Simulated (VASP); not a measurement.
# TiO2 in VASP: notebook

Runs on TiO2. Level: PBE+D3(BJ). Tasks: single point.

Program: VASP 6.6.1. These are calculated values, not measurements. Logs are shortened: lines on timing, memory, paths and dates and some standing lists are left out, and cuts for length are marked.

## Step 1: The cell of the first run

The cell holds a slab with vacuum, 24 atoms: a = 5.909 Å, b = 6.517 Å, c = 23.808 Å, α = 90.00°, β = 90.00°, γ = 90.00°.

## Step 2: Single point, PBE+D3(BJ)

The input, INCAR:

```
  PREC = Accurate
  ENCUT = 520
  EDIFF = 1E-6
  ISMEAR = 0
  SIGMA = 0.05
  LREAL = Auto
  LASPH = True
  NELM = 60
  ALGO = Normal
  ISIF = 2
  LWAVE = False
  LCHARG = False
  LDIPOL = True
  IDIPOL = 3
  DIPOL = 0.5 0.5 0.457
  GGA = PE
  IVDW = 12
  NBANDS = 114
```

The input, KPOINTS:

```
regular mesh
0
Gamma
  3 3 1
```

The input, POSCAR:

```
TiO2
1.0
    5.9085268479      0.0000000000      0.0000000000
    0.0000000000      6.5169368653      0.0000000000
    0.0000000000      0.0000000000     23.8081649910
O Ti
16 8
Direct
    0.0000000000      0.0000000000      0.3360191767
    0.5000000000      0.0000000000      0.3360191767
    0.2500000000      0.3043792190      0.3895658604
    0.7500000000      0.3043792190      0.3895658604
    0.2500000000      0.6956207810      0.3895658604
    0.7500000000      0.6956207810      0.3895658604
    0.0000000000      0.0000000000      0.4431125441
    0.5000000000      0.0000000000      0.4431125441
    0.0024707053      0.4970488646      0.4669063686
    0.4975292947      0.4970488646      0.4669063686
    0.2500000000      0.8080832988      0.5304343355
    0.7500000000      0.8052445274      0.5235983895
    0.2500000000      0.1851692233      0.5313608475
    0.7500000000      0.1943742686      0.5249711537
   -0.0013033947      0.5012355824      0.5744797460
    0.5013033947      0.5012355824      0.5744797460
    0.0000000000      0.5000000000      0.3895658604
    0.5000000000      0.5000000000      0.3895658604
    0.2500000000      0.0000000000      0.3895658604
    0.7500000000      0.0000000000      0.3895658604
    0.0028101352     -0.0075002589      0.5194547507
    0.4971898648     -0.0075002589      0.5194547507
    0.2500000000      0.4901001575      0.5302440186
    0.7500000000      0.5066537141      0.5292416601
```

Potentials or basis: VASP PAW PBE potentials, release 64 (O, Ti_sv).

Command:

```bash
$ cat potpaw_PBE.64/O/POTCAR potpaw_PBE.64/Ti_sv/POTCAR > POTCAR
$ mpirun -np 1 vasp_std > vasp.out
```

OUTCAR:

```text
PREC = Accurate
   ENCUT = 520
   EDIFF = 1E-6
   ISMEAR = 0
   LREAL = Auto
   LASPH = True
   NELM = 60
   ISIF = 2
   GGA = PE
   IVDW = 12
 IVDW          = 12

 ion  position               nearest neighbor table
   1  0.000  0.000  0.336-  19 1.95  20 1.95
   2  0.500  0.000  0.336-  19 1.95  20 1.95
   3  0.250  0.304  0.390-  17 1.95  18 1.95  19 1.98
   4  0.750  0.304  0.390-  17 1.95  18 1.95  20 1.98
   5  0.250  0.696  0.390-  17 1.95  18 1.95  19 1.98
   6  0.750  0.696  0.390-  17 1.95  18 1.95  20 1.98
   7  0.000  0.000  0.443-  21 1.82  20 1.95  19 1.95
   8  0.500  0.000  0.443-  22 1.82  20 1.95  19 1.95
   9  0.002  0.497  0.467-  17 1.84  23 2.10  24 2.11
  10  0.498  0.497  0.467-  18 1.84  23 2.10  24 2.11
  11  0.250  0.808  0.530-  21 1.91  22 1.91  23 2.07
  12  0.750  0.805  0.524-  21 1.93  22 1.93  24 1.95
  13  0.250  0.185  0.531-  21 1.95  22 1.95  23 1.99
  14  0.750  0.194  0.525-  21 1.99  22 1.99  24 2.04
  15  0.999  0.501  0.574-  23 1.82  24 1.82
  16  0.501  0.501  0.574-  23 1.82  24 1.82
  17  0.000  0.500  0.390-   9 1.84   4 1.95   5 1.95   6 1.95   3 1.95
  18  0.500  0.500  0.390-  10 1.84   4 1.95   5 1.95   6 1.95   3 1.95
  19  0.250  0.000  0.390-   1 1.95   2 1.95   7 1.95   8 1.95   3 1.98   5 1.98
  20  0.750  0.000  0.390-   1 1.95   2 1.95   7 1.95   8 1.95   4 1.98   6 1.98
  21  0.003  0.992  0.519-   7 1.82  11 1.91  12 1.93  13 1.95  14 1.99
  22  0.497  0.992  0.519-   8 1.82  11 1.91  12 1.93  13 1.95  14 1.99
  23  0.250  0.490  0.530-  15 1.82  16 1.82  13 1.99  11 2.07   9 2.10  10 2.10
  24  0.750  0.507  0.529-  15 1.82  16 1.82  12 1.95  14 2.04   9 2.11  10 2.11

  LATTYP: Found a simple orthorhombic cell.
 ALAT       =     5.9085268479
 B/A-ratio  =     1.1029715246
 C/A-ratio  =     4.0294587135

  Lattice vectors:

 A1 = (   5.9085268479,   0.0000000000,   0.0000000000)
 A2 = (   0.0000000000,   6.5169368653,   0.0000000000)
 A3 = (   0.0000000000,   0.0000000000,  23.8081649910)

Analysis of symmetry for initial positions (statically):
=====================================================================
 Subroutine PRICEL returns:
 Original cell was already a primitive cell.

 Routine SETGRP: Setting up the symmetry group for a
 simple orthorhombic supercell.

 Subroutine GETGRP returns: Found  2 space group operations
 (whereof  1 operations were pure point group operations)
 out of a pool of  8 trial point group operations.

The static configuration has the point symmetry C_1 .
 The point group associated with its full space group is C_1h.

Analysis of symmetry for dynamics (positions and initial velocities):
[... 149 lines left out ...]
   EFERMI =   0.00;   METHOD = LEGACY
   ISMEAR =     0;   SIGMA  =   0.05  broadening in eV -4-tet -1-fermi 0-gaus
   EFERMI_NEDOS =   21; number of points for ismear=-14 and -15
   IALGO  =     38    algorithm
   IMIX   =      4    mixing-type and parameters
     AMIX     =   0.40;   BMIX     =  1.00
     AMIX_MAG =   1.60;   BMIX_MAG =  1.00
  volume/ion in A,a.u.               =      38.20       257.77
  Fermi-wavevector in a.u.,A,eV,Ry     =   0.972208  1.837206 12.860059  0.945188
  Thomas-Fermi vector in A             =   2.102487
   LORBIT       =      0    0 simple, 1 ext, 2 COOP (PROOUT), +10 PAW based schemes
   GGA     = PE    functional components
   LHFCALC =     F    Hartree Fock is set to
   AEXX    =    0.0000 exact exchange contribution
   IVDW    =    12    specifies the selected vdW correction
   LEPSILON=     F    determine dielectric tensor
   LRPA    =     F    only Hartree local field effects (RPA)
 non-spin polarized calculation
 Gauss-broadening in eV      SIGMA  =   0.05
  energy-cutoff  :      520.00
  volume of cell :      916.75
 maximum number of plane-waves:     24713
 NGX is ok and might be reduce to    48
   NGX = 21   NGY = 25   NGZ = 89

 dipolmoment           0.000000      0.000000      0.081949 electrons x Angstroem

 number of electron     191.9999941 magnetization

 dipolmoment           0.000000      0.000000     -0.145674 electrons x Angstroem

 Free energy of the ion-electron system (eV)
  ---------------------------------------------------
  ext. energy  EPLUGINS =         0.00000000
  ---------------------------------------------------
  free energy    TOTEN  =      -210.47464629 eV

  energy without entropy =     -210.47464629  energy(sigma->0) =     -210.47464629

 E-fermi :  -3.1611     XC(G=0):  -3.6431

 val. band max:       -3.3998482729   @ k =   0.0000   0.0000   0.0000
 cond. band min:      -1.8573586119   @ k =   0.0000   0.0000   0.0000
 fundamental gap:      1.5424896610
 Fermi energy:        -3.1610673234

 k-point     1 :       0.0000    0.0000    0.0000
  band No.  band energies     occupation
      1     -60.8764      2.00000
      2     -60.8345      2.00000
      3     -60.5629      2.00000
      4     -60.5221      2.00000
      5     -60.2473      2.00000
      6     -60.1596      2.00000
[... 433 lines left out ...]
    107      -0.5928      0.00000
    108      -0.4809      0.00000
 [bands above 108 left out]

------------------------ aborting loop because EDIFF is reached ----------------------------------------

 vacuum level on the upper side and lower side of the slab       (xc-potential included)        -0.477         0.191

 Edisp (eV)   -4.07362

 E8    (eV) :    -1.6878

  FORCE on cell =-STRESS in cart. coord.  units (eV):
  Direction    XX          YY          ZZ          XY          YZ          ZX
  --------------------------------------------------------------------------------------
  -------------------------------------------------------------------------------------
  Total      -1.85115     6.05522    -0.51002     0.00000    -0.01624     0.00000
  in kB      -3.23522    10.58259    -0.89134     0.00000    -0.02837     0.00000
  external pressure =        2.15 kB  Pullay stress =        0.00 kB

 VOLUME and BASIS-vectors are now :
 -----------------------------------------------------------------------------
  energy-cutoff  :      520.00
  volume of cell :      916.75
      direct lattice vectors                 reciprocal lattice vectors
     5.908526848  0.000000000  0.000000000     0.169246925  0.000000000  0.000000000
     0.000000000  6.516936865  0.000000000     0.000000000  0.153446323  0.000000000
     0.000000000  0.000000000 23.808164991     0.000000000  0.000000000  0.042002397

 POSITION                                       TOTAL-FORCE (eV/Angst)
 -----------------------------------------------------------------------------------
      0.00000      0.00000      8.00000        -0.019280     -0.004402      2.388519
      2.95426      0.00000      8.00000         0.019280     -0.004402      2.388519
      1.47713      1.98362      9.27485         0.000000      0.746212     -1.088128
      4.43140      1.98362      9.27485         0.000000      0.768653     -1.040023
      1.47713      4.53332      9.27485         0.000000     -0.753223     -1.022968
      4.43140      4.53332      9.27485         0.000000     -0.759776     -0.953977
[... 16 lines left out ...]
      1.47713      3.19395     12.62414         0.000000      0.036421     -0.465687
      4.43140      3.30183     12.60027         0.000000     -1.105282     -0.471565
 -----------------------------------------------------------------------------------
    total drift:                               -0.000000     -0.007050     -0.055531

  FREE ENERGIE OF THE ION-ELECTRON SYSTEM (eV)
  ---------------------------------------------------
  free  energy   TOTEN  =      -214.5482691612 eV

  energy  without entropy=     -214.5482691612  energy(sigma->0) =     -214.54826916

 vacuum level on the upper side and lower side of the slab         2.811         3.494
```

Wall time 29 min (1 thread of AMD EPYC 7R13, shared host); peak memory 0.89 GiB.

What came out:

- Free energy: -214.5483 eV
- Largest force: 5.316 eV/Å
- Band gap on the k mesh: 1.54 eV
- Dispersion energy per atom: -0.170 eV

Forces on the atoms (eV/Å):
```
O   -0.019 -0.004  2.389
O    0.019 -0.004  2.389
O    0.000  0.746 -1.088
O    0.000  0.769 -1.040
O    0.000 -0.753 -1.023
O    0.000 -0.760 -0.954
O    0.272 -0.083  2.117
O   -0.272 -0.083  2.117
O    0.078  0.110  0.165
O   -0.078  0.110  0.165
O    0.000 -0.218  0.259
O    0.000  0.438  0.873
O    0.000  0.009  0.266
O    0.000 -0.940  0.835
O    0.062  0.041  0.365
O   -0.062  0.041  0.365
Ti   0.050 -0.072  2.849
Ti  -0.050 -0.072  2.849
Ti   0.000  0.027 -5.316
Ti   0.000  0.054 -5.288
Ti  -0.726  0.857 -1.178
Ti   0.726  0.857 -1.178
Ti   0.000  0.036 -0.466
Ti   0.000 -1.105 -0.472
```

## Step 3: Single point, PBE+D3(BJ)

This run uses another cell than the first one, of 38.99 Å³/atom, 1.021 times its volume.

The input, INCAR:

```
SYSTEM = TiO2
ALGO = Normal
DIPOL = 0.5 0.5 0.448
EDIFF = 1E-7
ENCUT = 520
GGA = PE
IDIPOL = 3
ISIF = 2
ISMEAR = 0
IVDW = 12
LASPH = .True.
LCHARG = .False.
LDIPOL = .True.
LREAL = Auto
LWAVE = .False.
NBANDS = 114
NELM = 100
PREC = Accurate
SIGMA = 0.05
```

The input, KPOINTS:

```
k-points
0
Gamma
  3 3 1
  0 0 0
```

The input, POSCAR:

```
TiO2
1.0
    5.9085268368      0.0000000000      0.0000000000
    0.0000000000      6.5169368653      0.0000000000
    0.0000000000      0.0000000000     24.3035649819
O Ti
16 8
Direct
    0.0000000000      0.0000000000      0.3291698155
    0.5000000000      0.0000000000      0.3291698155
    0.2500000000      0.3043792197      0.3816250119
    0.7500000000      0.3043792197      0.3816250119
    0.2500000000      0.6956207803      0.3816250119
    0.7500000000      0.6956207803      0.3816250119
    0.0000000000      0.0000000000      0.4340802083
    0.5000000000      0.0000000000      0.4340802083
    0.0002310208      0.4928093052      0.4579643950
    0.5000939957      0.4909977282      0.4581297960
    0.2588168071      0.8031643448      0.5139992993
    0.7405952859      0.8032578643      0.5141135972
    0.2454433198      0.1862747333      0.5219515811
    0.7538976411      0.1863466273      0.5219134394
   -0.0005869796      0.5252683769      0.5646948097
    0.4991254134      0.4996297261      0.5629371249
    0.0000000000      0.5000000000      0.3816250119
    0.5000000000      0.5000000000      0.3816250119
    0.2500000000      0.0000000000      0.3816250119
    0.7500000000      0.0000000000      0.3816250119
   -0.0003052924     -0.0087599267      0.5106066228
    0.4997548855     -0.0041872929      0.5075435641
    0.2509896426      0.4928170845      0.5182567106
    0.7456878815      0.4928671593      0.5183078224
```

Potentials or basis: VASP PAW PBE potentials, release 64 (O, Ti_sv).

Command:

```bash
$ cat potpaw_PBE.64/O/POTCAR potpaw_PBE.64/Ti_sv/POTCAR > POTCAR
$ mpirun -np 1 vasp_std > vasp.out
```

OUTCAR:

```text
SYSTEM = TiO2
   EDIFF = 1E-7
   ENCUT = 520
   GGA = PE
   ISIF = 2
   ISMEAR = 0
   IVDW = 12
   LASPH = .True.
   LREAL = Auto
   NELM = 100
   PREC = Accurate
 IVDW          = 12

 ion  position               nearest neighbor table
   1  0.000  0.000  0.329-  19 1.95  20 1.95
   2  0.500  0.000  0.329-  19 1.95  20 1.95
   3  0.250  0.304  0.382-  17 1.95  18 1.95  19 1.98
   4  0.750  0.304  0.382-  17 1.95  18 1.95  20 1.98
   5  0.250  0.696  0.382-  17 1.95  18 1.95  19 1.98
   6  0.750  0.696  0.382-  17 1.95  18 1.95  20 1.98
   7  0.000  0.000  0.434-  21 1.86  20 1.95  19 1.95
[... 808 lines left out ...]
  in kB      -8.85993     8.52164    -3.77784     0.00109    -1.07521     0.01484
  external pressure =       -1.37 kB  Pullay stress =        0.00 kB

 VOLUME and BASIS-vectors are now :
 -----------------------------------------------------------------------------
  energy-cutoff  :      520.00
  volume of cell :      935.82
      direct lattice vectors                 reciprocal lattice vectors
     5.908526837  0.000000000  0.000000000     0.169246925  0.000000000  0.000000000
     0.000000000  6.516936865  0.000000000     0.000000000  0.153446323  0.000000000
     0.000000000  0.000000000 24.303564982     0.000000000  0.000000000  0.041146227

 POSITION                                       TOTAL-FORCE (eV/Angst)
 -----------------------------------------------------------------------------------
      0.00000      0.00000      8.00000        -0.000230     -0.003056      2.361400
      2.95426      0.00000      8.00000        -0.000301     -0.001886      2.364519
      1.47713      1.98362      9.27485         0.055441      0.831515     -1.105265
      4.43140      1.98362      9.27485        -0.052038      0.832359     -1.103830
      1.47713      4.53332      9.27485         0.071891     -0.855209     -0.921123
      4.43140      4.53332      9.27485        -0.070436     -0.855724     -0.919461
[... 16 lines left out ...]
      1.48298      3.21166     12.59549        -1.022166      0.187475      0.733641
      4.40592      3.21198     12.59673         1.038827      0.172053      0.717934
 -----------------------------------------------------------------------------------
    total drift:                                0.000481     -0.023631     -0.023495

  FREE ENERGIE OF THE ION-ELECTRON SYSTEM (eV)
  ---------------------------------------------------
  free  energy   TOTEN  =      -214.5634845532 eV

  energy  without entropy=     -214.5634845532  energy(sigma->0) =     -214.56348455

 vacuum level on the upper side and lower side of the slab         3.035         3.311
```

Run time: 23 min. Hardware: 1 thread of Intel Xeon Platinum 8488C (Sapphire Rapids), shared host; peak memory 1 GiB.

What came out:

```
Free energy                : -214.5635 eV
Largest force              : 5.192 eV/Å
Band gap on the k mesh     : 1.68 eV
Dispersion energy per atom : -0.170 eV
```

Forces in eV/Å, atoms in the order of the input:
```
O    0.000 -0.003  2.361
O    0.000 -0.002  2.365
O    0.055  0.832 -1.105
O   -0.052  0.832 -1.104
O    0.072 -0.855 -0.921
O   -0.070 -0.856 -0.919
O   -0.007  0.072  2.564
O   -0.002  0.260  1.402
O   -0.012  0.009 -0.267
O   -0.004  0.016 -0.242
O   -0.407  0.457  0.480
O    0.406  0.447  0.474
O   -0.111 -0.389  0.163
O    0.112 -0.382  0.165
O   -0.002 -0.602 -1.102
O   -0.001 -0.021  0.195
Ti   0.004 -0.144  3.090
Ti   0.002 -0.135  2.860
Ti  -0.219  0.026 -5.188
Ti   0.219  0.026 -5.188
Ti   0.012 -0.078 -1.469
Ti  -0.011  0.132 -0.065
Ti  -1.022  0.187  0.734
Ti   1.039  0.172  0.718
```

Levels at points of the mesh, in eV from the valence-band top:
| k point | band 92 | band 93 | band 94 | band 95 | band 96 | band 97 | band 98 | band 99 | band 100 | band 101 |
| --- | --- | --- | --- | --- | --- | --- | --- | --- | --- | --- |
| (0.00, 0.00, 0.00) | -0.83 | -0.67 | -0.57 | -0.17 | 0.00 | 1.68 | 1.75 | 1.85 | 2.43 | 2.44 |
